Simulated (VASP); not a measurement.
TiC (rocksalt type), 2 atoms in the cell. It takes space group Fm-3m (No. 225, cubic). Conventional cell: a = 4.333 Å, b = 4.333 Å, c = 4.333 Å, α = 90.00°, β = 90.00°, γ = 90.00°. Ti (site symmetry m-3m) has 6 C at 2.17 Å within 2.9 Å. Within 2.9 Å of C (site symmetry m-3m) lie 6 Ti at 2.17 Å. 

```yaml
Program: VASP 6.6.1
Task: single point
Functional: PBE
Potentials_or_basis: VASP PAW PBE potentials, release 64 (Ti_sv, C)
Cutoff: 520 eV
k_mesh: 16 × 16 × 16
Occupations: fermi-dirac, width 0.05 eV
Spin: no spin polarisation
Dipole_correction: no
Further_INCAR_settings: ALGO = Normal; EDIFF = 1e-06; NBANDS = 15
```

Potentials or basis: VASP PAW PBE potentials, release 64 (Ti_sv, C).

Run with:

```console
$ cat potpaw_PBE.64/Ti_sv/POTCAR potpaw_PBE.64/C/POTCAR > POTCAR
$ mpirun -np 1 vasp_std > vasp.out
```

Hardware: 1 thread of Intel(R) Xeon(R) 6975P-C (Granite Rapids), with other jobs on the host.

Q: How long does it take, and how much memory?

A: Run time: 32 s on 1 thread of Intel(R) Xeon(R) 6975P-C (Granite Rapids), on a shared host, peak memory 0.17 GiB. Counts: scf iterations 14, k points 145.
